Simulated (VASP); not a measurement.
InSe: single point with PBE+D3(BJ)

System: InSe, a slab with vacuum.

```xyz
8
Lattice="4.0266 0.0000 0.0000 -2.0133 3.4871 0.0000 0.0000 0.0000 28.2707" Properties=species:S:1:pos:R:3 pbc="T T T"
Se    0.0000    0.0000    4.5000
Se    0.0000    0.0000    9.8824
Se   -1.3422    2.3248   13.2161
Se   -1.3422    2.3248   18.5983
In    2.0133    1.1624    5.7948
In    2.0133    1.1624    8.5893
In    0.6711    3.4871   14.5092
In    0.6711    3.4871   17.3035
```

This cell differs from its parent crystal: layers slid over each other, then relaxed in part.

```json
{
 "Program": "VASP 6.6.1",
 "Task": "single point",
 "Functional": "PBE",
 "Dispersion": "D3(BJ)",
 "Potentials or basis": "VASP PAW PBE potentials, release 64 (Se, In_d)",
 "Cutoff": "400 eV",
 "k mesh": "9 × 9 × 1",
 "Occupations": "gaussian, width 0.05 eV",
 "Spin": "no spin polarisation",
 "Dipole correction": "yes",
 "Further INCAR settings": "ALGO = Normal; EDIFF = 1e-06; NBANDS = 48; NELMDL = -8"
}
```

```json
{
  "Largest force": "0.067 eV/Å",
  "Band gap on the k mesh": "1.10 eV (least direct gap 1.16 eV)",
  "Dispersion energy per atom": "-0.253 eV"
}
```

Forces on the atoms (eV/Å):
```
Se  -0.001  0.001 -0.016
Se  -0.038  0.054  0.016
Se   0.028 -0.059 -0.016
Se   0.000 -0.002  0.016
In  -0.003  0.003  0.014
In   0.009 -0.001 -0.016
In   0.004  0.008  0.016
In   0.001 -0.004 -0.014
```

Levels at points of the mesh, in eV from the valence-band top:
| k point | band 36 | band 37 | band 38 | band 39 | band 40 | band 41 |
| --- | --- | --- | --- | --- | --- | --- |
| (0.00, 0.00, 0.00) | -0.69 | -0.69 | -0.05 | 1.10 | 1.67 | 2.47 |

Run time: 9.7 min on 1 thread of Intel(R) Xeon(R) Platinum 8488C (Sapphire Rapids) (shared host), peak memory 0.52 GiB.

Caveat: the cell differs from its parent crystal (layers slid over each other, then relaxed in part); spin-orbit coupling is left out, which moves the levels of the heavy elements.
